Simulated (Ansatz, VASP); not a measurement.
# One calculation of Li3Zn2, two programs

The input INCAR:

```
SYSTEM = Li3Zn2
PREC     = Accurate       ! precision mode
ENCUT    = 520            ! plane-wave cutoff, eV
EDIFF    = 1E-7           ! SCF threshold, eV
ISMEAR   = 0              ! smearing method
SIGMA    = 0.1            ! smearing width, eV
LREAL    = .False.        ! projectors in reciprocal space
LASPH    = .True.         ! aspherical terms in the spheres
NELM     = 60             ! most SCF steps
ALGO     = Fast           ! electronic algorithm
ISIF     = 2              ! what is computed and relaxed
LWAVE    = .False.        ! write WAVECAR
LCHARG   = .False.        ! write CHGCAR
GGA      = PE             ! functional
NBANDS   = 24             ! bands
```

The input KPOINTS:

```
Automatic mesh
0
Gamma
  4 4 4
  0 0 0
```

POSCAR

```
Li3Zn2
1.0
    2.8533578900     -2.9660187400      0.0000000000
    2.8533578900      2.9660187400      0.0000000000
    0.0000000000      0.0000000000      4.3737381200
Li Zn
3 2
Direct
    0.1748700700      0.8251299300      0.5000000000
    0.8251299300      0.1748700700      0.5000000000
    0.5000000000      0.5000000000      0.5000000000
    0.7807865300      0.7807865300      0.0000000000
    0.2192134700      0.2192134700      0.0000000000
```

Input for Ansatz:

```yaml
crystal:
  lattice:
    - [2.85335789, -2.96601874, 0.0]
    - [2.85335789, 2.96601874, 0.0]
    - [0.0, 0.0, 4.37373812]
  atoms:
    - { symbol: Li, position: [0.17487007, 0.82512993, 0.5] }
    - { symbol: Li, position: [0.82512993, 0.17487007, 0.5] }
    - { symbol: Li, position: [0.5, 0.5, 0.5] }
    - { symbol: Zn, position: [0.78078653, 0.78078653, 0.0] }
    - { symbol: Zn, position: [0.21921347, 0.21921347, 0.0] }
basis:
  ecutwfc: 420
kpoints:
  mp_grid: { grid: [4, 4, 4] }
hamiltonian:
  xc: pbe
scf:
  occupations: { method: gaussian, width: 0.1 }
  lower_state_search: "off"
output:
  forces: true
  stress: true
  eigenvalues: true
```

Alike in both runs: task single point; functional PBE; k mesh 4 × 4 × 4; occupations gaussian, width 0.1 eV; no spin polarisation.

```csv
,VASP,Ansatz
version,VASP 6.6.1,Ansatz 0.2.0
potentials or method,"VASP PAW PBE potentials, release 64 (Li_sv, Zn), cutoff 520 eV","scalar-relativistic, plane waves, PAW"
valence electrons in the cell,33,33
```

VASP gave:

- gap on the k mesh at the Fermi level (eV): none
- rms of the force components (eV/Å): 0.197

Question: Which values does Ansatz return?

Answer: gap on the k mesh at the Fermi level (eV): none; rms of the force components (eV/Å): 0.195.

Atom by atom the forces differ by 0.007 eV/Å (rms over components). A gap of «none» marks a metal or a gap that the smearing closes. The functional is the same, so the differences come from potentials, cutoffs and numerics.

The k mesh is coarse, so the values compare programs but aren't converged. Noted on VASP's run: the cutoff is short for stress, so the pressure is rough.
